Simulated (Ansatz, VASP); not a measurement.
# One calculation of BN, two programs

INCAR

```
SYSTEM = BN
ALGO = Normal
EDIFF = 1E-6
ENCUT = 520
GGA = PE
ISIF = 2
ISMEAR = 0
LASPH = .TRUE.
LCHARG = .FALSE.
LREAL = .FALSE.
LWAVE = .FALSE.
NBANDS = 11
NELM = 60
PREC = Accurate
SIGMA = 0.028000000000000004
```

File KPOINTS:

```
k-points
0
G
  13 13 13
  0 0 0
```

The input POSCAR:

```
BN
1.0
    0.0000000000      1.8130010000      1.8130010000
    1.8130010000      0.0000000000      1.8130010000
    1.8130010000      1.8130010000      0.0000000000
N B
1 1
Direct
    0.2500000000      0.2500000000      0.2500000000
    0.0000000000      0.0000000000      0.0000000000
```

The input input.yaml:

```yaml
crystal:
  lattice:
    - [0.0, 1.813001, 1.813001]
    - [1.813001, 0.0, 1.813001]
    - [1.813001, 1.813001, 0.0]
  atoms:
    - { symbol: "N", position: [0.25, 0.25, 0.25] }
    - { symbol: B, position: [0.0, 0.0, 0.0] }
kpoints:
  mp_grid: { grid: [13, 13, 13] }
scf:
  occupations: { method: gaussian, width: 0.028 }
hamiltonian:
  xc: pbe
  pseudopotentials: { kind: all_electron, lapw: { basis_error: 0.001 } }
output:
  forces: true
  stress: true
  eigenvalues: true
```

Alike in both runs: task single point; functional PBE; k mesh 13 × 13 × 13; occupations gaussian, width 0.028 eV; no spin polarisation.

|  | VASP | Ansatz |
| --- | --- | --- |
| version | VASP 6.6.1 | Ansatz 0.2.0 |
| potentials or method | VASP PAW PBE potentials, release 64 (N, B), cutoff 520 eV | all-electron LAPW, scalar-relativistic |

|  | VASP | Ansatz | Ansatz less VASP |
| --- | --- | --- | --- |
| gap on the k mesh at the Fermi level (eV) | 4.52 | 4.53 | +0.008 |
| least direct gap on the mesh (eV) | 8.78 | 8.78 | +0.007 |
| pressure (GPa) | -0.2 | -0.4 | -0.25 |

Ansatz ran all-electron here, and VASP with PAW potentials.
